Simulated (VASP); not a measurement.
# V2N3 (Cm) in VASP: a series of runs

V2N3 is run at these levels: PBEsol; tasks: single point.

Program: VASP 6.6.1. These are calculated values, not measurements. Logs are shortened: lines on timing, memory, paths and dates and some standing lists are left out, and cuts for length are marked.

## 1. The cell of the first run

It takes space group Cm (No. 8, monoclinic). The conventional cell has a = 4.815 Å, b = 2.780 Å, c = 6.196 Å, α = 90.00°, β = 90.00°, γ = 90.00°. Within 2.8 Å of V (site symmetry m) lie 6 N at 2.01 to 2.32 Å and 6 V at 2.78 Å. Within 2.3 Å of V (site symmetry m) lie 6 N at 1.72 to 2.03 Å. Within 2.4 Å of N (site symmetry m) lie 6 V at 1.72 to 2.32 Å and 1 N at 2.26 Å. N (site symmetry m) has 1 N at 1.33 Å within 1.8 Å. Within 1.8 Å of N (site symmetry m) lie 1 N at 1.33 Å.

## 2. Single point, PBEsol (atom 3 (N) moved -0.300 Å towards its neighbour atom 1 (V) at 2.020 Å)

INCAR reads:

```
PREC = Accurate
ENCUT = 520
EDIFF = 1E-6
ISMEAR = 0
SIGMA = 0.15
LREAL = False
LASPH = True
NELM = 80
ALGO = Normal
ISIF = 2
LWAVE = False
LCHARG = True
GGA = PS
LELF = True
LVHAR = True
NBANDS = 28
```

KPOINTS reads:

```
regular mesh
0
Gamma
  18 18 8
```

POSCAR reads:

```
V2N3
1.0
    2.7797869938      0.0000000000      0.0000000000
   -1.3898934969      2.4073661537      0.0000000000
    0.0000000000      0.0000000000      6.1963538749
V N
2 3
Direct
    0.6666666667      0.3333333333      0.3021155180
    0.3333333333      0.6666666667      0.6978844820
    0.0495121556      0.0990243113      0.5293930618
    0.0000000000      0.0000000000      0.1074399115
    0.0000000000      0.0000000000      0.8925600885
```

Potentials or basis: VASP PAW PBE potentials, release 64 (V_sv, N).

Started as:

```
$ cat potpaw_PBE.64/V_sv/POTCAR potpaw_PBE.64/N/POTCAR > POTCAR
$ mpirun -np 1 vasp_std > vasp.out
```

OUTCAR:

```text
PREC = Accurate
   ENCUT = 520
   EDIFF = 1E-6
   ISMEAR = 0
   LREAL = False
   LASPH = True
   NELM = 80
   ISIF = 2
   GGA = PS

 ion  position               nearest neighbor table
   1  0.667  0.333  0.302-   4 2.01   4 2.01   4 2.01   3 2.06   3 2.06   3 2.32
   2  0.333  0.667  0.698-   3 1.72   5 2.01   5 2.01   5 2.01   3 2.03   3 2.03
   3  0.050  0.099  0.529-   2 1.72   2 2.03   2 2.03   1 2.06   1 2.06   1 2.32
   4  0.000  0.000  0.107-   5 1.33   1 2.01   1 2.01   1 2.01
   5  0.000  0.000  0.893-   4 1.33   2 2.01   2 2.01   2 2.01

  LATTYP: Found a hexagonal cell.
 ALAT       =     2.7797869938
 C/A-ratio  =     2.2290750654

  Lattice vectors:

 A1 = (   2.7797869938,   0.0000000000,   0.0000000000)
 A2 = (  -1.3898934969,   2.4073661537,   0.0000000000)
 A3 = (   0.0000000000,   0.0000000000,   6.1963538749)

Analysis of symmetry for initial positions (statically):
=====================================================================
 Subroutine PRICEL returns:
 Original cell was already a primitive cell.

 Routine SETGRP: Setting up the symmetry group for a
 hexagonal supercell.

 Subroutine GETGRP returns: Found  2 space group operations
 (whereof  2 operations were pure point group operations)
 out of a pool of 24 trial point group operations.

The static configuration has the point symmetry C_1h.

Analysis of symmetry for dynamics (positions and initial velocities):
=====================================================================
 Subroutine PRICEL returns:
 Original cell was already a primitive cell.

 Routine SETGRP: Setting up the symmetry group for a
 hexagonal supercell.

 Subroutine GETGRP returns: Found  2 space group operations
 (whereof  2 operations were pure point group operations)
 out of a pool of 24 trial point group operations.

The dynamic configuration has the point symmetry C_1h.

 Subroutine INISYM returns: Found  2 space group operations
 (whereof  2 operations are pure point group operations),
 and found     1 'primitive' translations

----------------------------------------------------------------------------------------

                                     Primitive cell

  volume of cell :      41.4658

  direct lattice vectors                    reciprocal lattice vectors
     2.779786994  0.000000000  0.000000000     0.359739794  0.207695867  0.000000000
    -1.389893497  2.407366154  0.000000000     0.000000000  0.415391734  0.000000000
     0.000000000  0.000000000  6.196353875     0.000000000  0.000000000  0.161385231

  length of vectors
     2.779786994  2.779786994  6.196353875     0.415391734  0.415391734  0.161385231

  position of ions in fractional coordinates (direct lattice)
     0.666666667  0.333333333  0.302115518
     0.333333333  0.666666667  0.697884482
     0.049512156  0.099024311  0.529393062
     0.000000000  0.000000000  0.107439912
     0.000000000  0.000000000  0.892560088

  ion indices of the primitive-cell ions
   primitive index   ion index
                 1           1
                 2           2
                 3           3
                 4           4
                 5           5

----------------------------------------------------------------------------------------

 KPOINTS: regular mesh

Automatic generation of k-mesh.
 Grid dimensions read from file:
 generate k-points for:   18   18    8

 Generating k-lattice:

  Cartesian coordinates                     Fractional coordinates (reciprocal lattice)
     0.019985544  0.011538659  0.000000000     0.055555556  0.000000000  0.000000000
     0.000000000  0.023077319  0.000000000     0.000000000  0.055555556  0.000000000
     0.000000000  0.000000000  0.020173154     0.000000000  0.000000000  0.125000000

  Length of vectors
     0.023077319  0.023077319  0.020173154

  Shift w.r.t. Gamma in fractional coordinates (k-lattice)
     0.000000000  0.000000000  0.000000000

 Subroutine IBZKPT returns following result:
 ===========================================

 Found    695 irreducible k-points:

 Following reciprocal coordinates:
            Coordinates               Weight
  0.000000  0.000000  0.000000      1.000000
  0.055556  0.000000  0.000000      4.000000
  0.000000  0.055556  0.000000      2.000000
  0.111111  0.000000  0.000000      4.000000
  0.000000  0.111111  0.000000      2.000000
  0.166667  0.000000  0.000000      4.000000
[... 16 lines left out ...]
 -0.055556  0.166667  0.000000      4.000000
 -0.166667  0.111111  0.000000      4.000000
 [... further k-points ...]
   k-points           NKPTS =    695   k-points in BZ     NKDIM =    695   number of bands    NBANDS=     28
   number of dos      NEDOS =    301   number of ions     NIONS =      5
   total plane-waves  NPLWV =  27648
   dimension x,y,z NGX =    24 NGY =   24 NGZ =   48
   dimension x,y,z NGXF=    48 NGYF=   48 NGZF=   96
   ions per type =               2   3
   NGX,Y,Z   is equivalent  to a cutoff of  14.35, 14.35, 12.88 a.u.
   NGXF,Y,Z  is equivalent  to a cutoff of  28.71, 28.71, 25.76 a.u.
 SYSTEM =  unknown system
   PREC   = accura    normal or accurate (medium, high low for compatibility)
   ISTART =      0    job   : 0-new  1-cont  2-samecut
   ICHARG =      2    charge: 1-file 2-atom 10-const
   ISPIN  =      1    spin polarized calculation?
   LNONCOLLINEAR =      F non collinear calculations
   LSORBIT =      F    spin-orbit coupling
   LASPH  =      T    aspherical Exc in radial PAW
   ENCUT  =  520.0 eV  38.22 Ry    6.18 a.u.   5.17  5.17 11.52*2*pi/ulx,y,z
   NELM   =     80;   NELMIN=  2; NELMDL= -5     # of ELM steps
   EDIFF  = 0.1E-05   stopping-criterion for ELM
   LREAL  =      F    real-space projection
   EDIFFG = 0.1E-04   stopping-criterion for IOM
   NSW    =      0    number of steps for IOM
   IBRION =     -1    ionic relax: 0-MD 1-quasi-New 2-CG
   NFREE  =      0    steps in history (QN), initial steepest desc. (CG)
   ISIF   =      2    stress and relaxation
   ISYM   =      2    0-nonsym 1-usesym 2-fastsym
   POTIM  = 0.5000    time-step for ionic-motion
   TEBEG  =    0.0;   TEEND  =   0.0 temperature during run
   PSTRESS=    0.0 pullay stress
   NELECT =      41.0000    total number of electrons
   NUPDOWN=      -1.0000    fix difference up-down
   EMIN   =  10.00;   EMAX   =-10.00  energy-range for DOS
   EFERMI =   0.00;   METHOD = LEGACY
   ISMEAR =     0;   SIGMA  =   0.15  broadening in eV -4-tet -1-fermi 0-gaus
   EFERMI_NEDOS =   21; number of points for ismear=-14 and -15
   IALGO  =     38    algorithm
   IMIX   =      4    mixing-type and parameters
     AMIX     =   0.40;   BMIX     =  1.00
     AMIX_MAG =   1.60;   BMIX_MAG =  1.00
  volume/ion in A,a.u.               =       8.29        55.96
  Fermi-wavevector in a.u.,A,eV,Ry     =   1.630946  3.082040 36.191276  2.659984
  Thomas-Fermi vector in A             =   2.723163
   LORBIT       =      0    0 simple, 1 ext, 2 COOP (PROOUT), +10 PAW based schemes
   GGA     = PS    functional components
   LHFCALC =     F    Hartree Fock is set to
   AEXX    =    0.0000 exact exchange contribution
   IVDW    =     0    specifies the selected vdW correction
   LEPSILON=     F    determine dielectric tensor
   LRPA    =     F    only Hartree local field effects (RPA)
 non-spin polarized calculation
 Gauss-broadening in eV      SIGMA  =   0.15
  energy-cutoff  :      520.00
  volume of cell :       41.47
 maximum number of plane-waves:      1134
 NGX is ok and might be reduce to    24
   NGX = 11   NGY = 11   NGZ = 23

 number of electron      41.0000002 magnetization

 Free energy of the ion-electron system (eV)
  ---------------------------------------------------
  ext. energy  EPLUGINS =         0.00000000
  ---------------------------------------------------
  free energy    TOTEN  =       -49.03180742 eV

  energy without entropy =      -49.00590565  energy(sigma->0) =      -49.01885653

 E-fermi :  10.3293     XC(G=0): -13.5819

 val. band max:       10.3255967367   @ k =  -0.0556   0.4444   0.2500
 cond. band min:      10.3294974048   @ k =   0.4444  -0.2778   0.3750
 fundamental gap:      0.0039006680
 Fermi energy:        10.3293286443

 k-point     1 :       0.0000    0.0000    0.0000
  band No.  band energies     occupation
      1     -54.0704      2.00000
      2     -54.0146      2.00000
      3     -28.2119      2.00000
      4     -27.9289      2.00000
      5     -27.8656      2.00000
      6     -27.7815      2.00000
[... 20 lines left out ...]
     27      14.1414      0.00000
     28      14.8594      0.00000

 k-point     2 :       0.0556    0.0000    0.0000
  band No.  band energies     occupation
      1     -54.0675      2.00000
      2     -54.0121      2.00000
      3     -28.2073      2.00000
      4     -27.9356      2.00000
      5     -27.8680      2.00000
      6     -27.7945      2.00000
[... 20 lines left out ...]
     27      14.2254      0.00000
     28      14.8799      0.00000

 k-point     3 :       0.0000    0.0556    0.0000
  band No.  band energies     occupation
      1     -54.0674      2.00000
      2     -54.0121      2.00000
      3     -28.2085      2.00000
      4     -27.9437      2.00000
      5     -27.8704      2.00000
      6     -27.7861      2.00000
[... 20 lines left out ...]
     27      14.1511      0.00000
     28      14.8466      0.00000

 k-point     4 :       0.1111    0.0000    0.0000
  band No.  band energies     occupation
      1     -54.0590      2.00000
      2     -54.0052      2.00000
      3     -28.1951      2.00000
      4     -27.9590      2.00000
      5     -27.8797      2.00000
      6     -27.8288      2.00000
[... 578 lines left out ...]
     27      14.3727      0.00000
     28      14.9544      0.00000

 k-point    23 :      -0.0556    0.1667    0.0000
  band No.  band energies     occupation
      1     -54.0506      2.00000
      2     -53.9987      2.00000
      3     -28.1978      2.00000
      4     -28.0225      2.00000
      5     -27.9065      2.00000
      6     -27.8262      2.00000
[... 20 lines left out ...]
     27      14.2654      0.00000
     28      14.8267      0.00000

 k-point    24 :      -0.1667    0.1111    0.0000
  band No.  band energies     occupation
      1     -54.0512      2.00000
      2     -53.9987      2.00000
      3     -28.1820      2.00000
      4     -27.9634      2.00000
      5     -27.9031      2.00000
      6     -27.8717      2.00000
[... 20 lines left out ...]
     27      14.6084      0.00000
     28      14.7675      0.00000

 [... further k-points ...]

------------------------ aborting loop because EDIFF is reached ----------------------------------------

  FORCE on cell =-STRESS in cart. coord.  units (eV):
  Direction    XX          YY          ZZ          XY          YZ          ZX
  --------------------------------------------------------------------------------------
  -------------------------------------------------------------------------------------
  Total        0.3222306      4.4709405      3.1676864      0.0000000      2.3760382      0.0000000
  in kB       12.4505195    172.7506093    122.3947777      0.0000000     91.8066470      0.0000000
  external PRESSURE =     102.5319688 kB  Pullay stress =       0.0000000 kB

 VOLUME and BASIS-vectors are now :
 -----------------------------------------------------------------------------
  energy-cutoff  :      520.00
  volume of cell :       41.47
      direct lattice vectors                 reciprocal lattice vectors
     2.779786994  0.000000000  0.000000000     0.359739794  0.207695867  0.000000000
    -1.389893497  2.407366154  0.000000000     0.000000000  0.415391734  0.000000000
     0.000000000  0.000000000  6.196353875     0.000000000  0.000000000  0.161385231

 POSITION                                       TOTAL-FORCE (eV/Angst)
 -----------------------------------------------------------------------------------
      1.38989      0.80246      1.87201        -0.000000      1.079928      0.608050
     -0.00000      1.60491      4.32434        -0.000000      3.691188      3.062312
     -0.00000      0.23839      3.28031         0.000000     -4.687408     -4.567038
      0.00000      0.00000      0.66574        -0.000000     -0.125725      0.288081
      0.00000      0.00000      5.53062        -0.000000      0.042017      0.608595
 -----------------------------------------------------------------------------------
    total drift:                                0.000000      0.000322     -0.000151

  FREE ENERGIE OF THE ION-ELECTRON SYSTEM (eV)
  ---------------------------------------------------
  free  energy   TOTEN  =       -49.0318074197 eV

  energy  without entropy=      -49.0059056458  energy(sigma->0) =      -49.01885653
```

It took 5.2 min on 1 thread of Intel Xeon 6975P-C (Granite Rapids), shared host; peak memory 0.69 GiB.

What came out:

```yaml
Free_energy: -49.0318 eV
Pressure: 10.3 GPa
Largest_force: 6.544 eV/Å
Band_gap_on_the_k_mesh: zero (an odd number of electrons rules out a gap without spin polarisation)
```

Forces on the atoms (eV/Å):
```
V    0.000  1.080  0.608
V    0.000  3.691  3.062
N    0.000 -4.687 -4.567
N    0.000 -0.126  0.288
N    0.000  0.042  0.609
```

Stress tensor (GPa, compression positive):
```
 1.25  0.00  0.00
 0.00 17.28  9.18
 0.00  9.18 12.24
```

Levels at points of the mesh, in eV from the Fermi level:
| k point | band 19 | band 20 | band 21 | band 22 | band 23 | band 24 |
| --- | --- | --- | --- | --- | --- | --- |
| (0.00, 0.00, 0.00) | -1.73 | -0.73 | 0.17 | 0.47 | 1.76 | 2.13 |
| (0.50, 0.00, 0.00) | -1.35 | -1.09 | 0.41 | 1.85 | 2.11 | 2.46 |
| (0.00, 0.50, 0.00) | -1.34 | -1.28 | 0.08 | 1.88 | 2.11 | 2.35 |
| (0.00, 0.00, 0.50) | -1.25 | -1.07 | 0.16 | 0.30 | 1.18 | 1.28 |
| (0.50, 0.00, 0.50) | -1.37 | -0.55 | 0.43 | 1.91 | 2.32 | 2.48 |
| (0.00, 0.50, 0.50) | -1.87 | -0.58 | 0.21 | 1.86 | 2.21 | 2.31 |

Caveat: the cell differs from its parent crystal (atom 3 (N) moved -0.300 Å towards its neighbour atom 1 (V) at 2.020 Å); the stress differs along the axes, from 1 to 17 GPa; the PAW data sets were made with another functional, which shifts forces and pressure a little; the run has no spin polarisation, though such a crystal can be magnetic.

[end of part 1 of 2]
